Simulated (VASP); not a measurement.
Runs of VASP 6.6.1 on SnO2. The structure is that of space group P4_2/mnm (No. 136), or close to it. The cells are those of the table. 

```csv
cell,gap on the mesh (eV),pressure (GPa),largest force (eV/Å)
"a = 4.737, b = 4.737, c = 3.282 Å, 6 atoms",(b),-6.8,0.22
"a = 4.595, b = 4.595, c = 3.186 Å, 6 atoms",1.80,13.9,0.06
"a = 4.832, b = 4.832, c = 3.186 Å, 6 atoms",(c),(a),0.14
"a = 4.737, b = 4.737, c = 3.218 Å, 6 atoms",0.99,-2.4,0.12
"a = 4.690, b = 4.690, c = 3.186 Å, 6 atoms",1.35,4.2,0.03
```

Alike in all rows: task single point; level LDA; potentials or basis VASP PAW LDA potentials, release 64 (Sn_d, O); no spin polarisation; k mesh 4 × 4 × 6; cutoff (eV) 520; smearing fermi-dirac 0.03 eV.

Q: Estimate the missing entries.

A: (a) -7.0; (b) 0.71; (c) 0.75.

Caveats: spin-orbit coupling is left out, which moves the levels of the heavy elements; the cell stands under tension (at least some runs); the cell stands under pressure (at least some runs).

A k mesh can miss the band edges, and the runs leave out spin-orbit coupling on Sn.
